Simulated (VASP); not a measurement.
Write the native input for VASP 6.6.1 that does the following.

| Item | Value |
| --- | --- |
| Task | single point |
| Functional | LDA |
| Potentials or basis | VASP PAW LDA potentials, release 64 (Tc_pv) |
| Cutoff | 520 eV |
| k mesh | 12 × 12 × 12 |
| Occupations | methfessel-paxton, width 0.05 eV |
| Spin | no spin polarisation |
| Dipole correction | no |
| k mesh for the DOS | 18 × 18 × 18 |
| Occupations for the DOS | tetrahedron |
| Further INCAR settings | ALGO = Normal; EDIFF = 1e-06; NBANDS = 12 |

Tc:

```
Tc
1.0
     0.00000    1.95000    1.95000
     1.95000    0.00000    1.95000
     1.95000    1.95000    0.00000
Tc
1
Direct
  0.00000 0.00000 0.00000
```

This isn't the form of Tc at room conditions, which is hcp.

These files were run (other wordings do the same):

POSCAR

```
Tc
1.0
    0.0000000000      1.9500000000      1.9500000000
    1.9500000000      0.0000000000      1.9500000000
    1.9500000000      1.9500000000      0.0000000000
Tc
1
Direct
    0.0000000000      0.0000000000      0.0000000000
```

INCAR.step1

```
PREC = Accurate
ENCUT = 520
EDIFF = 1E-6
ISMEAR = 1
SIGMA = 0.05
LREAL = False
LASPH = True
NELM = 100
ALGO = Normal
ISIF = 2
LWAVE = False
LCHARG = True
LMAXMIX = 4
NBANDS = 12
```

KPOINTS.step1

```
Automatic mesh
0
Gamma
  12 12 12
```

INCAR.step2

```
PREC = Accurate
ENCUT = 520
EDIFF = 1E-6
ISMEAR = -5
SIGMA = 0.05
LREAL = False
LASPH = True
NELM = 100
ALGO = Normal
ISIF = 2
LWAVE = False
LCHARG = False
LMAXMIX = 4
LORBIT = 10
NBANDS = 12
NEDOS = 2001
ICHARG = 11
```

KPOINTS.step2

```
Automatic mesh
0
Gamma
  18 18 18
```

Potentials or basis: VASP PAW LDA potentials, release 64 (Tc_pv).

The run is started by

```console
$ cat potpaw_LDA.64/Tc_pv/POTCAR > POTCAR
$ cp INCAR.step1 INCAR
$ cp KPOINTS.step1 KPOINTS
$ mpirun -np 1 vasp_std > vasp.out
$ cp INCAR.step2 INCAR
$ cp KPOINTS.step2 KPOINTS
$ mpirun -np 1 vasp_std > vasp.out
```

Results of the run:

```yaml
Valence_electrons_inside_the_program's_atomic_spheres: Tc 12.00
```

Wall time 16 s on 1 thread of Oxide Virtual Turin-like Processor, on a shared host, peak memory 0.12 GiB.
